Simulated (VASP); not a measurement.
# Te2Mo: single point with r2SCAN

Te2Mo, a slab with vacuum:

```
Te Mo
1.0
     3.50382    0.00000    0.00000
    -1.75191    3.03440    0.00000
     0.00000    0.00000   33.27028
Te Mo
2 1
Cartesian
  0.0000 2.0229 14.8181
  0.0000 2.0229 18.4521
  1.7519 1.0115 16.6351
```

```yaml
Program: VASP 6.6.1
Task: single point
Functional: r2SCAN
Potentials_or_basis: VASP PAW PBE potentials, release 64 (Te, Mo_sv)
Cutoff: 520 eV
k_mesh: 9 × 9 × 1
Occupations: gaussian, width 0.02 eV
Spin: no spin polarisation
Dipole_correction: yes
Further_INCAR_settings: ALGO = Normal; EDIFF = 1e-06; NBANDS = 20
```

```yaml
Largest_force: 0.072 eV/Å
Band_gap_on_the_k_mesh: 1.27 eV, direct
```

Forces in eV/Å, atoms in the order of the input:
```
Te   0.000  0.000  0.072
Te   0.000  0.000 -0.072
Mo   0.000  0.000  0.000
```

Levels at points of the mesh, in eV from the valence-band top:
| k point | band 9 | band 10 | band 11 | band 12 | band 13 | band 14 | band 15 | band 16 | band 17 | band 18 |
| --- | --- | --- | --- | --- | --- | --- | --- | --- | --- | --- |
| (0.00, 0.00, 0.00) | -1.72 | -1.72 | -0.92 | -0.92 | -0.60 | 3.33 | 3.33 | 3.62 | 3.62 | 4.69 |

It took 6.7 min on 1 thread of Intel(R) Xeon(R) 6975P-C (Granite Rapids), on a shared host, peak memory 0.5 GiB.

Caveat: the PAW data sets were made with another functional, which shifts forces and pressure a little; spin-orbit coupling is left out, which moves the levels of the heavy elements.
